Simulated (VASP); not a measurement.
Write the native input for VASP 6.6.1 that does the following.

```yaml
Task: single point
Functional: revPBE
Potentials_or_basis: VASP PAW PBE potentials, release 64 (Cr_pv, O)
Cutoff: 520 eV
k_mesh: 6 × 6 × 10
Occupations: gaussian, width 0.05 eV
Spin: collinear spin, ferromagnetic start
Starting_moments: "[2.0, 2.0, 0.0, 0.0, 0.0, 0.0] μB"
Dipole_correction: no
Further_INCAR_settings: ALGO = Normal; EDIFF = 1e-06; NBANDS = 37
```

The structure of CrO2 lies in POSCAR:

```
CrO2
1.0
    4.4030760031      0.0000000000      0.0000000000
    0.0000000000      4.4030760031      0.0000000000
    0.0000000000      0.0000000000      2.9128492650
Cr O
2 4
Direct
    0.0000000000      0.0000000000      0.0000000000
    0.5000000000      0.5000000000      0.5000000000
    0.3027492540      0.3027492540      0.0000000000
    0.1972507460      0.8027492540      0.5000000000
    0.6972507460      0.6972507460      0.0000000000
    0.8027492540      0.1972507460      0.5000000000
```

The input as run:

INCAR

```
ALGO     = Normal         # electronic algorithm
EDIFF    = 1E-6           # SCF threshold, eV
ENCUT    = 520            # plane-wave cutoff, eV
GGA      = RE             # functional
ISIF     = 2              # what is computed and relaxed
ISMEAR   = 0              # smearing method
ISPIN    = 2              # spin polarisation
LASPH    = True           # aspherical terms in the spheres
LCHARG   = True           # write CHGCAR
LELF     = True           # ELF
LMAXMIX  = 4              # l up to which the mixer works
LORBIT   = 11             # projections on sites
LREAL    = False          # projectors in reciprocal space
LVHAR    = True         
LWAVE    = False          # write WAVECAR
MAGMOM   = 2 2 0 0 0 0    # initial moments
NBANDS   = 37             # bands
NELM     = 150            # most SCF steps
PREC     = Accurate       # precision mode
SIGMA    = 0.05           # smearing width, eV
```

KPOINTS

```
k-points
0
Gamma
  6 6 10
```

Potentials or basis: VASP PAW PBE potentials, release 64 (Cr_pv, O).

Run with:

```console
$ cat potpaw_PBE.64/Cr_pv/POTCAR potpaw_PBE.64/O/POTCAR > POTCAR
$ mpirun -np 1 vasp_std > vasp.out
```

Results of the run:

```json
{
  "Pressure": "10.1 GPa",
  "Largest force": "0.019 eV/Å",
  "Band gap on the k mesh": "zero (filled and empty bands overlap)",
  "Net moment": "4.00 μB per cell",
  "Site moments": "Cr +2.11; O -0.08 μB",
  "Valence electrons inside the program's atomic spheres": "Cr 10.89; O 5.05"
}
```

Caveat: the cell stands under pressure; the PAW data sets were made with another functional, which shifts forces and pressure a little; semilocal functionals often make such compounds metallic where correlation or magnetic order opens a gap, which also shifts bond lengths; only a ferromagnetic start was run, and an antiferromagnetic order may lie lower in energy.

It took 2 min on 1 thread of Intel(R) Xeon(R) Platinum 8488C (Sapphire Rapids), with other jobs on the host, peak memory 0.31 GiB.
